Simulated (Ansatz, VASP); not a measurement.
One calculation of S, two programs

File INCAR:

```
SYSTEM = S
PREC = Accurate
ENCUT = 520
EDIFF = 1E-6
ISMEAR = 0
SIGMA = 0.15
LREAL = .False.
LASPH = .True.
NELM = 80
ALGO = Normal
ISIF = 2
LWAVE = .False.
LCHARG = .True.
GGA = PE
IVDW = 12
LVHAR = .True.
NBANDS = 34
KPAR = 4
```

The input KPOINTS:

```
Automatic mesh
0
Gamma
  9 16 5
  0 0 0
```

File POSCAR:

```
S
1.0
    0.0000000000     -5.4762743414      0.0000000000
    0.0000000000      0.0000000000     -2.9602546931
   10.9525486828     -4.3810194731      2.3682037545
S
8
Direct
   -0.0282678826      0.6509336807      0.1886671009
   -0.4282678826      1.0509336807      0.6886671009
    0.2282678826      1.1490663193      0.8113328991
    0.6282678826      0.7490663193      0.3113328991
   -0.3735994788      0.7509336807      0.9386671009
    0.0264005212      0.3509336807      0.4386671009
    0.5735994788      0.0490663193      0.0613328991
    0.1735994788      0.4490663193      0.5613328991
```

Input for Ansatz:

```yaml
crystal:
  lattice:
    - [0.0, -5.4762743414, 0.0]
    - [0.0, 0.0, -2.9602546931]
    - [10.9525486828, -4.3810194731, 2.3682037545]
  atoms:
    - { symbol: S, position: [-0.0282678826, 0.6509336807, 0.1886671009] }
    - { symbol: S, position: [-0.4282678826, 1.0509336807, 0.6886671009] }
    - { symbol: S, position: [0.2282678826, 1.1490663193, 0.8113328991] }
    - { symbol: S, position: [0.6282678826, 0.7490663193, 0.3113328991] }
    - { symbol: S, position: [-0.3735994788, 0.7509336807, 0.9386671009] }
    - { symbol: S, position: [0.0264005212, 0.3509336807, 0.4386671009] }
    - { symbol: S, position: [0.5735994788, 0.0490663193, 0.0613328991] }
    - { symbol: S, position: [0.1735994788, 0.4490663193, 0.5613328991] }
basis:
  ecutwfc: 420
kpoints:
  mp_grid: { grid: [9, 16, 5] }
hamiltonian:
  xc: pbe
  dispersion: d3bj
scf:
  occupations: { method: gaussian, width: 0.15 }
output:
  forces: true
  stress: true
  eigenvalues: true
```

Alike in both runs: task single point; functional PBE; dispersion D3(BJ); k mesh 9 × 16 × 5; occupations gaussian, width 0.15 eV; no spin polarisation.

```csv
,VASP,Ansatz
version,VASP 6.6.1,Ansatz 0.2.0
potentials or method,"VASP PAW PBE potentials, release 64 (S), cutoff 520 eV","scalar-relativistic, plane waves, PAW"
valence electrons in the cell,48,48
```

VASP gave:

| Property | Result |
| --- | --- |
| gap on the k mesh at the Fermi level (eV) | none |
| pressure (GPa) | 15.9 |
| traceless stress, the component that is largest in VASP (GPa) | 22.00 |
| rms of the force components (eV/Å) | 9.958 |

Which values does Ansatz return?

gap on the k mesh at the Fermi level (eV): none; pressure (GPa): 17.1; traceless stress, the component that is largest in VASP (GPa): 23.13; rms of the force components (eV/Å): 10.391.

Atom by atom the forces differ by 0.450 eV/Å (rms over components). A gap of «none» marks a metal or a gap that the smearing closes.
